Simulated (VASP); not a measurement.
A run of VASP 6.6.1 is set up as follows.

INCAR

```
SYSTEM = SnSe2
PREC = Accurate ; ENCUT = 520
EDIFF = 1E-7 ; ISMEAR = 0
SIGMA = 0.03 ; LREAL = .False.
LASPH = .True. ; NELM = 100
ALGO = Normal ; ISIF = 2
LWAVE = .False. ; LCHARG = .False.
GGA = PE ; IVDW = 12
NBANDS = 20
```

KPOINTS

```
Automatic mesh
0
Gamma
  12 12 6
  0 0 0
```

File POSCAR:

```
SnSe2
1.0
    3.8390485956      0.0000000000      0.0000000000
   -1.9195242978      3.3247136102      0.0000000000
    0.0000000000      0.0000000000      6.0116311105
Sn Se
1 2
Direct
    0.0000000000      0.0000000000     -0.0166344205
    0.3333333333      0.6666666667      0.2776555100
    0.6666666667      0.3333333333      0.7473495180
```

Potentials or basis: VASP PAW PBE potentials, release 64 (Sn_d, Se).

Launch:

```console
$ cat potpaw_PBE.64/Sn_d/POTCAR potpaw_PBE.64/Se/POTCAR > POTCAR
$ mpirun -np 1 vasp_std > vasp.out
```

(1) Estimate the band gap on the k mesh.

(2) What does it give for the dispersion energy per atom?

## Answers

(1) 0.23 eV (least direct gap 0.55 eV).

(2) -0.364 eV.

Caveat: the cell differs from its parent crystal (atoms displaced along a vibrational mode); semilocal functionals underestimate gaps, and a narrow one can read as zero; spin-orbit coupling is left out, which moves the levels of the heavy elements; forces of over 1 eV/Å act on the atoms, so gaps and moduli don't describe the material at rest.
